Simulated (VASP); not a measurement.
CaO, 4 atoms in the cell. It takes space group P6_3/mmc (No. 194, hexagonal). The conventional cell has a = 3.895 Å, b = 3.895 Å, c = 4.676 Å, α = 90.00°, β = 90.00°, γ = 120.00°. Within 3.0 Å of Ca (site symmetry -6m2) lie 5 O at 2.25 to 2.34 Å. Within 3.0 Å of O (site symmetry -6m2) lie 5 Ca at 2.25 to 2.34 Å. 

```yaml
Program: VASP 6.6.1
Task: single point
Functional: PBE
Potentials_or_basis: VASP PAW PBE potentials, release 64 (Ca_sv, O)
Cutoff: 520 eV
k_mesh: 9 × 9 × 6
Occupations: gaussian, width 0.05 eV
Spin: no spin polarisation
Dipole_correction: no
Further_INCAR_settings: ALGO = Normal; EDIFF = 1e-07; NBANDS = 24
```

Potentials or basis: VASP PAW PBE potentials, release 64 (Ca_sv, O).

The run is started by

```sh
$ cat potpaw_PBE.64/Ca_sv/POTCAR potpaw_PBE.64/O/POTCAR > POTCAR
$ mpirun -np 1 vasp_std > vasp.out
```

Hardware: 1 thread of Intel Xeon 8259CL, on a shared host.

Task: How long does it take, and how much memory?

Result: It took 71 s on 1 thread of Intel Xeon 8259CL, with other jobs on the host, peak memory 0.18 GiB. Counts: scf iterations 16, k points 48.
